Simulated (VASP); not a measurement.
Input of a VASP 6.6.1 run:

File INCAR:

```
SYSTEM = Si
PREC     = Accurate       ! precision mode
ENCUT    = 500            ! plane-wave cutoff, eV
EDIFF    = 1E-6           ! SCF threshold, eV
ISMEAR   = 0              ! smearing method
SIGMA    = 0.1            ! smearing width, eV
LREAL    = .FALSE.        ! projectors in reciprocal space
LASPH    = .TRUE.         ! aspherical terms in the spheres
NELM     = 120            ! most SCF steps
ALGO     = Normal         ! electronic algorithm
ISIF     = 2              ! what is computed and relaxed
LWAVE    = .FALSE.        ! write WAVECAR
LCHARG   = .FALSE.        ! write CHGCAR
GGA      = PE             ! functional
NBANDS   = 16             ! bands
GGA_COMPAT= .FALSE.
```

File KPOINTS:

```
regular mesh
0
G
  6 6 4
  0 0 0
```

Contents of POSCAR:

```
Si
1.0
    3.8678262868      0.0000000000      0.0000000000
    0.0000000000      3.8678262868      0.0000000000
    0.0000000000      0.0000000000      5.4699323770
Si
4
Direct
    0.0000000000      0.0000000000      0.0000000000
    0.0000000000      0.5000000000      0.2500000000
    0.5000000000      0.5000000000      0.5000000000
    0.5000000000      1.0000000000      0.7500000000
```

Potentials or basis: VASP PAW PBE potentials, release 64 (Si).

Command:

```console
$ cat potpaw_PBE.64/Si/POTCAR > POTCAR
$ mpirun -np 1 vasp_std > vasp.out
```

(1) Predict the band gap on the k mesh.

(2) What does it give for the pressure?

Answers

(1) 0.65 eV.

(2) 0.0 GPa.
